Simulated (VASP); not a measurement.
Here is a VASP 6.6.1 calculation.

Contents of INCAR:

```
ALGO = Normal
EDIFF = 1E-6
EDIFFG = -0.04
ENCUT = 600
GGA = PE
IBRION = 2
ISIF = 3
ISMEAR = 0
LASPH = True
LCHARG = False
LREAL = False
LWAVE = False
NELM = 60
NSW = 90
PREC = Accurate
SIGMA = 0.1
```

KPOINTS

```
k-points
0
Gamma
  6 6 2
```

POSCAR

```
SiC5
1.0
    2.6612997000      0.0000000000      0.0000000000
   -1.3306498500      2.3047531500      0.0000000000
    0.0000000000      0.0000000000     12.9232645200
Si C
1 5
Direct
    0.3333333300      0.6666666700      0.0000000000
    0.3333333300      0.6666666700      0.3333333300
    0.3333333300      0.6666666700      0.6666666700
    0.6666666700      0.3333333300      0.1666666700
    0.6666666700      0.3333333300      0.5000000000
    0.6666666700      0.3333333300      0.8333333300
```

Potentials or basis: VASP PAW PBE potentials, release 64 (Si, C).

Run with:

```sh
$ cat potpaw_PBE.64/Si/POTCAR potpaw_PBE.64/C/POTCAR > POTCAR
$ mpirun -np 1 vasp_std > vasp.out
```

Task: Estimate the relaxed volume.

Result: 7.32 Å³/atom.

Task: What does it give for the relaxed cell?

Result: a = 2.518 Å, b = 2.518 Å, c = 7.996 Å, α = 90.00°, β = 90.00°, γ = 120.00°.

Forces in eV/Å, atoms in the order of the input:
```
Si   0.000  0.000  0.000
C    0.000  0.000  0.013
C    0.000  0.000 -0.013
C    0.000  0.000 -0.001
C    0.000  0.000  0.000
C    0.000  0.000  0.001
```

Caveat: the k points lie up to 0.48 Å⁻¹ apart in the final cell, too coarse for converged energies and pressures of a metal; the volume moved by over 15 % at a fixed basis, so the end points are rough.
